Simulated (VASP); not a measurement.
# Ag in VASP: single point with r2SCAN

Aim: the single point of Ag with r2SCAN.

Program: VASP 6.6.1. These are calculated values, not measurements. Logs are shortened: lines on timing, memory, paths and dates and some standing lists are left out, and cuts for length are marked.

### Step 1. The cell of the first run

The typed cell holds 1 atom: a = 2.809 Å, b = 2.809 Å, c = 3.243 Å, α = 54.73°, β = 54.73°, γ = 70.53°.

### Step 2. Single point, r2SCAN

Contents of POSCAR:

```
Ag
1.0
    0.0000000000      2.2934176608      1.6214462862
    2.2934176608      0.0000000000      1.6214462862
    2.2934176608      2.2934176608      0.0000000000
Ag
1
Direct
    0.0000000000      0.0000000000      0.0000000000
```

Contents of INCAR.step1:

```
  PREC = Accurate
  ENCUT = 520
  ISMEAR = 0
  SIGMA = 0.15
  LREAL = False
  LASPH = True
  NELM = 100
  NBANDS = 12
  GGA = PE
  ALGO = Normal
  EDIFF = 1E-4
  LWAVE = True
  LCHARG = False
```

Contents of INCAR.step2:

```
  PREC = Accurate
  ENCUT = 520
  EDIFF = 1E-6
  ISMEAR = 0
  SIGMA = 0.15
  LREAL = False
  LASPH = True
  NELM = 100
  ALGO = Normal
  ISIF = 2
  LWAVE = False
  LCHARG = False
  METAGGA = R2SCAN
  LMIXTAU = True
  NBANDS = 12
  ISTART = 1
```

Contents of KPOINTS:

```
Automatic mesh
0
Gamma
  22 22 22
```

Potentials or basis: VASP PAW PBE potentials, release 64 (Ag).

Started as:

```sh
$ cat potpaw_PBE.64/Ag/POTCAR > POTCAR
$ cp INCAR.step1 INCAR
$ mpirun -np 1 vasp_std > vasp.out
$ cp INCAR.step2 INCAR
$ mpirun -np 1 vasp_std > vasp.out
```

OUTCAR:

```text
PREC = Accurate
   ENCUT = 520
   EDIFF = 1E-6
   ISMEAR = 0
   LREAL = False
   LASPH = True
   NELM = 100
   ISIF = 2
   METAGGA = R2SCAN
   ISTART = 1

 ion  position               nearest neighbor table
   1  0.000  0.000  0.000-

  LATTYP: Found a body centered tetragonal cell.
 ALAT       =     3.2433823601
 C/A-ratio  =     0.9998489886

  Lattice vectors:

 A1 = (   0.0000000000,  -2.2934176608,  -1.6214462862)
 A2 = (   0.0000000000,   2.2934176608,  -1.6214462862)
 A3 = (   2.2934176608,   0.0000000000,   1.6214462862)

Analysis of symmetry for initial positions (statically):
=====================================================================
 Subroutine PRICEL returns:
 Original cell was already a primitive cell.

 Routine SETGRP: Setting up the symmetry group for a
 body centered tetragonal supercell.

 Subroutine GETGRP returns: Found 16 space group operations
 (whereof 16 operations were pure point group operations)
 out of a pool of 16 trial point group operations.

The static configuration has the point symmetry D_4h.

Analysis of symmetry for dynamics (positions and initial velocities):
=====================================================================
 Subroutine PRICEL returns:
 Original cell was already a primitive cell.

 Routine SETGRP: Setting up the symmetry group for a
 body centered tetragonal supercell.

 Subroutine GETGRP returns: Found 16 space group operations
 (whereof 16 operations were pure point group operations)
 out of a pool of 16 trial point group operations.

The dynamic configuration has the point symmetry D_4h.

 Subroutine INISYM returns: Found 16 space group operations
 (whereof 16 operations are pure point group operations),
 and found     1 'primitive' translations

----------------------------------------------------------------------------------------

                                     Primitive cell

  volume of cell :      17.0569

  direct lattice vectors                    reciprocal lattice vectors
     0.000000000  2.293417661  1.621446286    -0.218015239  0.218015239  0.308366675
     2.293417661  0.000000000  1.621446286     0.218015239 -0.218015239  0.308366675
     2.293417661  2.293417661  0.000000000     0.218015239  0.218015239 -0.308366675

  length of vectors
     2.808710136  2.808710136  3.243382360     0.436063407  0.436063407  0.436063407

  position of ions in fractional coordinates (direct lattice)
     0.000000000  0.000000000  0.000000000

  ion indices of the primitive-cell ions
[... 83 lines left out ...]
   TEBEG  =    0.0;   TEEND  =   0.0 temperature during run
   PSTRESS=    0.0 pullay stress
   NELECT =      11.0000    total number of electrons
   NUPDOWN=      -1.0000    fix difference up-down
   EMIN   =  10.00;   EMAX   =-10.00  energy-range for DOS
   EFERMI =   0.00;   METHOD = LEGACY
   ISMEAR =     0;   SIGMA  =   0.15  broadening in eV -4-tet -1-fermi 0-gaus
   EFERMI_NEDOS =   21; number of points for ismear=-14 and -15
   IALGO  =     38    algorithm
   IMIX   =      4    mixing-type and parameters
     AMIX     =   0.40;   BMIX     =  1.00
     AMIX_MAG =   1.60;   BMIX_MAG =  1.00
  volume/ion in A,a.u.               =      17.06       115.11
  Fermi-wavevector in a.u.,A,eV,Ry     =   1.414402  2.672832 27.218893  2.000532
  Thomas-Fermi vector in A             =   2.535948
   LORBIT       =      0    0 simple, 1 ext, 2 COOP (PROOUT), +10 PAW based schemes
   METAGGA = R2SCAN    functional components
   LHFCALC =     F    Hartree Fock is set to
   AEXX    =    0.0000 exact exchange contribution
   IVDW    =     0    specifies the selected vdW correction
   LEPSILON=     F    determine dielectric tensor
   LRPA    =     F    only Hartree local field effects (RPA)
 non-spin polarized calculation
 Gauss-broadening in eV      SIGMA  =   0.15
  energy-cutoff  :      520.00
  volume of cell :       17.06
 maximum number of plane-waves:       472
 NGX is ok and might be reduce to    24
   NGX = 11   NGY = 11   NGZ = 13

 number of electron      10.9999999 magnetization

 Free energy of the ion-electron system (eV)
  ---------------------------------------------------
  ext. energy  EPLUGINS =         0.00000000
  ---------------------------------------------------
  free energy    TOTEN  =       -21.32127004 eV

  energy without entropy =      -21.31656219  energy(sigma->0) =      -21.31891611

 E-fermi :   8.4561     XC(G=0): -12.9641

 val. band max:        8.4556963955   @ k =  -0.2273   0.0455   0.2727
 cond. band min:       8.4637818069   @ k =  -0.1364   0.4091   0.3182
 fundamental gap:      0.0080854114
 Fermi energy:         8.4560772782

 k-point     1 :       0.0000    0.0000    0.0000
  band No.  band energies     occupation
      1       0.4803      2.00000
      2       3.1698      2.00000
      3       3.1705      2.00000
      4       3.1705      2.00000
      5       4.5262      2.00000
      6       4.5270      2.00000
      7      27.1535      0.00000
      8      27.1536      0.00000
      9      27.1563      0.00000
     10      33.6491      0.00000
     11      33.6492      0.00000
     12      33.6536      0.00000
[... 331 lines left out ...]
 k-point    24 :      -0.4545    0.0455    0.0000
  band No.  band energies     occupation
      1       1.7471      2.00000
      2       2.4313      2.00000
      3       4.4118      2.00000
      4       4.5290      2.00000
      5       5.5044      2.00000
      6       8.1394      1.99717
      7      13.3432      0.00000
      8      22.4212      0.00000
      9      23.4007      0.00000
     10      29.4049      0.00000
     11      30.5134      0.00000
     12      33.4813      0.00000

 [... further k-points ...]

------------------------ aborting loop because EDIFF is reached ----------------------------------------

  FORCE on cell =-STRESS in cart. coord.  units (eV):
  Direction    XX          YY          ZZ          XY          YZ          ZX
  --------------------------------------------------------------------------------------
  -------------------------------------------------------------------------------------
  Total        0.2662779      0.2662779      0.2658829      0.0000000      0.0000000     -0.0000000
  in kB       25.0119054     25.0119054     24.9748027      0.0000000      0.0000000     -0.0000000
  external PRESSURE =      24.9995378 kB  Pullay stress =       0.0000000 kB

 VOLUME and BASIS-vectors are now :
 -----------------------------------------------------------------------------
  energy-cutoff  :      520.00
  volume of cell :       17.06
      direct lattice vectors                 reciprocal lattice vectors
     0.000000000  2.293417661  1.621446286    -0.218015239  0.218015239  0.308366675
     2.293417661  0.000000000  1.621446286     0.218015239 -0.218015239  0.308366675
     2.293417661  2.293417661  0.000000000     0.218015239  0.218015239 -0.308366675

 POSITION                                       TOTAL-FORCE (eV/Angst)
 -----------------------------------------------------------------------------------
      0.00000      0.00000      0.00000         0.000000     -0.000000      0.000000
 -----------------------------------------------------------------------------------
    total drift:                               -0.000000      0.000000      0.000000

  FREE ENERGIE OF THE ION-ELECTRON SYSTEM (eV)
  ---------------------------------------------------
  free  energy   TOTEN  =       -21.3212700370 eV

  energy  without entropy=      -21.3165621880  energy(sigma->0) =      -21.31891611
```

OUTCAR.step1:

```text
PREC = Accurate
   ENCUT = 520
   ISMEAR = 0
   LREAL = False
   LASPH = True
   NELM = 100
[... 576 lines left out ...]

 POSITION                                       TOTAL-FORCE (eV/Angst)
 -----------------------------------------------------------------------------------
      0.00000      0.00000      0.00000         0.000000      0.000000      0.000000
 -----------------------------------------------------------------------------------
    total drift:                               -0.000000     -0.000000     -0.000000

  FREE ENERGIE OF THE ION-ELECTRON SYSTEM (eV)
  ---------------------------------------------------
  free  energy   TOTEN  =        -2.6714456237 eV

  energy  without entropy=       -2.6663125132  energy(sigma->0) =       -2.66887907
```

Run time: 4.6 min. Hardware: 1 thread of Intel Xeon Platinum 8488C (Sapphire Rapids), shared host; peak memory 0.28 GiB.

Results:

| Item | Value |
| --- | --- |
| Free energy | -21.3213 eV |
| Pressure | 2.5 GPa |

Caveat: the PAW data sets were made with another functional, which shifts forces and pressure a little.
